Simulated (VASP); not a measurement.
Crystal: CdTe.

```
Cd Te
1.0
     3.63142    0.00000    0.00000
     0.00000    3.63142    0.00000
     0.00000    0.00000    3.63142
Cd Te
1 1
Direct
  0.00000 0.00000 0.00000
  0.50000 0.50000 0.50000
```

```yaml
Program: VASP 6.6.1
Task: relaxation of cell and atoms
Functional: PBE
Potentials_or_basis: VASP PAW PBE potentials, release 64 (Cd, Te)
Cutoff: 600 eV
k_mesh: 6 × 6 × 6
Occupations: fermi-dirac, width 0.02 eV
Spin: no spin polarisation
```

At the start: pressure 7.6 GPa; volume 23.94 Å³/atom.

Problem. How do energy, volume and symmetry change on relaxing?

Solution. Over 5 steps the energy falls by 64.6 meV/atom and the volume is 27.01 Å³/atom (+12.8 %); space group Pm-3m (No. 221, to 0.05 Å).

Step by step:
| step | energy change (eV) | largest force (eV/Å) | pressure (GPa) | volume (Å³) |
| --- | --- | --- | --- | --- |
| 1 | 0.0000 | 0.0000 | 7.64 | 47.89 |
| 2 | -0.1170 | 0.0000 | -1.68 | 56.24 |
| 3 | -0.1291 | 0.0000 | 0.05 | 53.98 |
| 4 | -0.1291 | 0.0000 | -0.06 | 54.10 |
| 5 | -0.1292 | 0.0000 | -0.01 | 54.03 |

Final structure:
```
Cd Te
1.0
     3.78038    0.00000    0.00000
     0.00000    3.78038    0.00000
     0.00000    0.00000    3.78038
Cd Te
1 1
Direct
  0.00000 0.00000 0.00000
  0.50000 0.50000 0.50000
```
